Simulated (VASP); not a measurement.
# GaN (P6_3mc) in VASP: elastic constants with LDA

Aim: the elastic constants of GaN with LDA.

All numbers are computed with VASP 6.6.1; they aren't measurements. Logs are shortened: lines on timing, memory, paths and dates and some standing lists are left out, and cuts for length are marked.

### 1 The cell of the first run

The structure is hexagonal, space group P6_3mc (No. 186). Conventional cell: a = 3.152 Å, b = 3.152 Å, c = 5.138 Å, α = 90.00°, β = 90.00°, γ = 120.00°. Within 2.6 Å of Ga (site symmetry 3m) lie 4 N at 1.93 Å. Within 2.6 Å of N (site symmetry 3m) lie 4 Ga at 1.93 Å.

### 2 Elastic constants, LDA

INCAR reads:

```
PREC = Accurate ; ENCUT = 600
EDIFF = 1E-8 ; ISMEAR = 0
SIGMA = 0.01 ; LREAL = False
LASPH = True ; NELM = 100
ALGO = Normal ; ISIF = 3
LWAVE = False ; LCHARG = False
GGA = CA ; NBANDS = 26
IBRION = 6 ; NFREE = 2
POTIM = 0.015 ; NSW = 1
```

KPOINTS reads:

```
regular mesh
0
Gamma
  12 12 6
```

POSCAR reads:

```
GaN
1.0
    3.1518084872      0.0000000000      0.0000000000
   -1.5759042436      2.7295462178      0.0000000000
    0.0000000000      0.0000000000      5.1384146332
Ga N
2 2
Direct
    0.3333333333      0.6666666667     -0.0007033891
    0.6666666667      0.3333333333      0.4992966109
    0.3333333333      0.6666666667      0.3757033891
    0.6666666667      0.3333333333      0.8757033891
```

Potentials or basis: VASP PAW LDA potentials, release 64 (Ga_d, N).

Run with:

```sh
$ cat potpaw_LDA.64/Ga_d/POTCAR potpaw_LDA.64/N/POTCAR > POTCAR
$ mpirun -np 1 vasp_std > vasp.out
```

OUTCAR:

```text
PREC = Accurate
   ENCUT = 600
   EDIFF = 1E-8
   ISMEAR = 0
   LREAL = False
   LASPH = True
   NELM = 100
   ISIF = 3
   GGA = CA
   IBRION = 6
   NFREE = 2
   POTIM = 0.015
   NSW = 1

 ion  position               nearest neighbor table
   1  0.333  0.667  0.999-   4 1.93   4 1.93   4 1.93   3 1.93
   2  0.667  0.333  0.499-   3 1.93   3 1.93   3 1.93   4 1.93
   3  0.333  0.667  0.376-   2 1.93   2 1.93   2 1.93   1 1.93
   4  0.667  0.333  0.876-   1 1.93   1 1.93   1 1.93   2 1.93

  LATTYP: Found a hexagonal cell.
 ALAT       =     3.1518084872
 C/A-ratio  =     1.6303067442

  Lattice vectors:

 A1 = (   3.1518084872,   0.0000000000,   0.0000000000)
 A2 = (  -1.5759042436,   2.7295462178,   0.0000000000)
 A3 = (   0.0000000000,   0.0000000000,   5.1384146332)

Analysis of symmetry for initial positions (statically):
=====================================================================
 Subroutine PRICEL returns:
 Original cell was already a primitive cell.

 Routine SETGRP: Setting up the symmetry group for a
 hexagonal supercell.

 Subroutine GETGRP returns: Found 12 space group operations
 (whereof  6 operations were pure point group operations)
 out of a pool of 24 trial point group operations.

The static configuration has the point symmetry C_3v.
 The point group associated with its full space group is C_6v.

Analysis of symmetry for dynamics (positions and initial velocities):
=====================================================================
 Subroutine PRICEL returns:
 Original cell was already a primitive cell.

 Routine SETGRP: Setting up the symmetry group for a
 hexagonal supercell.

 Subroutine GETGRP returns: Found 12 space group operations
 (whereof  6 operations were pure point group operations)
[... 363 lines left out ...]
 fundamental gap:      2.1351283843
 Fermi energy:         5.5284171391

 k-point     1 :       0.0000    0.0000    0.0000
  band No.  band energies     occupation
      1     -10.7024      2.00000
      2      -9.7170      2.00000
      3      -8.1513      2.00000
      4      -8.1290      2.00000
      5      -8.1290      2.00000
      6      -8.0600      2.00000
[... 685 lines left out ...]
     25      16.8008      0.00000
     26      18.5972      0.00000

 [... further k-points ...]
[... 5 lines left out ...]
  --------------------------------------------------------------------------------------
  -------------------------------------------------------------------------------------
  Total        0.1931939      0.1931939      0.4531265     -0.0000000      0.0000000      0.0000000
  in kB        7.0020391      7.0020391     16.4229292     -0.0000000      0.0000000      0.0000000
  external PRESSURE =      10.1423358 kB  Pullay stress =       0.0000000 kB
[... 19 lines left out ...]
  FREE ENERGIE OF THE ION-ELECTRON SYSTEM (eV)
  ---------------------------------------------------
  free  energy   TOTEN  =       -27.9083498427 eV

  energy  without entropy=      -27.9083498427  energy(sigma->0) =      -27.90834984

 INTERNAL STRAIN TENSORS FROM STRAINED CELLS
 ============================================

 INTERNAL STRAIN TENSOR FOR ION    1 for displacements in x,y,z  (eV/Angst):
          X           Y           Z          XY          YZ          ZX
  --------------------------------------------------------------------------------
  x     0.00000     0.00000    -0.00000    -8.92939    -0.00000    -6.02110
  y    -8.94908     8.95498     0.00000    -0.00011    -6.01761     0.00009
  z    -5.88433    -5.88913    11.14102    -0.00112    -0.00391    -0.00005

 INTERNAL STRAIN TENSORS FROM DISPLACED ATOMS
 ============================================

 INTERNAL STRAIN TENSOR FOR ION    1 for displacements in x,y,z  (eV/Angst):
          X           Y           Z          XY          YZ          ZX
  --------------------------------------------------------------------------------
  x     0.00000     0.00000     0.00000    -8.91627    -0.00000    -6.02510
  y    -8.91627     8.91627     0.00000     0.00000    -6.02509     0.00000
  z    -5.90210    -5.90210    11.02636     0.00000     0.00000     0.00000

 INTERNAL STRAIN TENSOR FOR ION    4 for displacements in x,y,z  (eV/Angst):
          X           Y           Z          XY          YZ          ZX
  --------------------------------------------------------------------------------
  x     0.00000     0.00000     0.00000    10.25445     0.00000     6.03495
  y    10.25445   -10.25445     0.00000    -0.00000     6.03495    -0.00000
  z     5.87805     5.87805   -11.08889     0.00000     0.00000     0.00000

 Eigenvectors and eigenvalues of the dynamical matrix
 ----------------------------------------------------

   1 f  =   21.044432 THz   132.226065 2PiTHz  701.966688 cm-1    87.032738 meV
             X         Y         Z           dx          dy          dz
     -0.000000  1.819697  5.134800    -0.000000    0.000000    0.038874
      1.575904  0.909849  2.565593    -0.000000    0.000000   -0.038874
     -0.000000  1.819697  1.930520    -0.000000    0.000000   -0.706037
      1.575904  0.909849  4.499727     0.000000   -0.000000    0.706037
[... 71 lines left out ...]
  12 f/i=    0.003986 THz     0.025042 2PiTHz    0.132945 cm-1     0.016483 meV
             X         Y         Z           dx          dy          dz
     -0.000000  1.819697  5.134800     0.000000   -0.000000   -0.645351
      1.575904  0.909849  2.565593     0.000000   -0.000000   -0.645351
     -0.000000  1.819697  1.930520     0.000000   -0.000000   -0.289003
      1.575904  0.909849  4.499727     0.000000   -0.000000   -0.289003

--------------------------------------------------------------------------------------------------------

 ELASTIC MODULI CONTR FROM IONIC RELAXATION (kBar)
 Direction    XX          YY          ZZ          XY          YZ          ZX
 --------------------------------------------------------------------------------
 XX        -716.9836    319.4942    373.1104      0.0000      0.0000     -0.0000
 YY         319.4942   -716.9836    373.1104     -0.0000     -0.0000     -0.0000
 ZZ         373.1104    373.1104   -700.4535      0.0000      0.0000      0.0000
 XY           0.0000     -0.0000      0.0000   -518.2389      0.0000     -0.0000
 YZ           0.0000     -0.0000      0.0000      0.0000   -192.3702      0.0000
 ZX          -0.0000     -0.0000      0.0000     -0.0000      0.0000   -192.3701
 --------------------------------------------------------------------------------

 TOTAL ELASTIC MODULI (kBar)
 Direction    XX          YY          ZZ          XY          YZ          ZX
 --------------------------------------------------------------------------------
 XX        3688.1066   1420.2178   1034.3861      0.0000      0.0000     -0.0000
 YY        1420.2178   3688.1066   1034.3861     -0.0000     -0.0000     -0.0000
 ZZ        1034.3861   1034.3861   4126.2712      0.0000      0.0000      0.0000
 XY           0.0000     -0.0000      0.0000   1133.9444      0.0000     -0.0000
 YZ           0.0000     -0.0000      0.0000      0.0000    954.7123      0.0000
 ZX          -0.0000     -0.0000      0.0000     -0.0000      0.0000    954.7124
 --------------------------------------------------------------------------------
```

OSZICAR:

```text
N       E                     dE             d eps       ncg     rms          rms(c)
DAV:   1     0.292221840785E+03    0.29222E+03   -0.19200E+04  4354   0.285E+03
DAV:   2     0.616958791988E+01   -0.28605E+03   -0.27041E+03  4232   0.525E+02
DAV:   3    -0.308063169926E+02   -0.36976E+02   -0.36394E+02  4610   0.148E+02
DAV:   4    -0.320576844492E+02   -0.12514E+01   -0.12455E+01  4638   0.285E+01
[... 264 lines left out ...]
DAV:   4    -0.279083530437E+02    0.94463E-06   -0.39665E-04  6258   0.149E-01    0.177E-02
DAV:   5    -0.279083507745E+02    0.22692E-05   -0.17914E-05  6102   0.484E-02    0.107E-02
DAV:   6    -0.279083498370E+02    0.93745E-06   -0.27074E-06  6920   0.184E-02    0.188E-03
DAV:   7    -0.279083498412E+02   -0.41555E-08   -0.47366E-07  5710   0.752E-03    0.573E-04
DAV:   8    -0.279083498427E+02   -0.15816E-08   -0.49645E-08  5616   0.308E-03
  21 F= -.27908350E+02 E0= -.27908350E+02  d E =-.212906E-32
```

It took 1.7 h on 1 thread of Oxide Virtual Turin-like, shared host; peak memory 0.84 GiB.

What came out:

```
Voigt bulk modulus                                      : 205 GPa
Highest phonon frequency at Γ, LO-TO splitting left out : 702 cm⁻¹
```

Phonon frequencies in cm⁻¹ (negative: imaginary):
```tsv
q point	frequencies
(0.000, 0.000, 0.000)	0 0 0 139 139 338 543 565 565 575 575 702
```

Elastic tensor in Voigt notation (GPa, in the Cartesian axes of the cell as first typed):
```
369 142 103   0   0   0
142 369 103   0   0   0
103 103 413   0   0   0
  0   0   0  95   0   0
  0   0   0   0  95   0
  0   0   0   0   0 113
```

Clamped-ion elastic tensor (GPa):
```
441 110  66   0   0   0
110 441  66   0   0   0
 66  66 483   0   0   0
  0   0   0 115   0   0
  0   0   0   0 115   0
  0   0   0   0   0 165
```

Caveat: the cell is under stress, which shifts elastic constants.
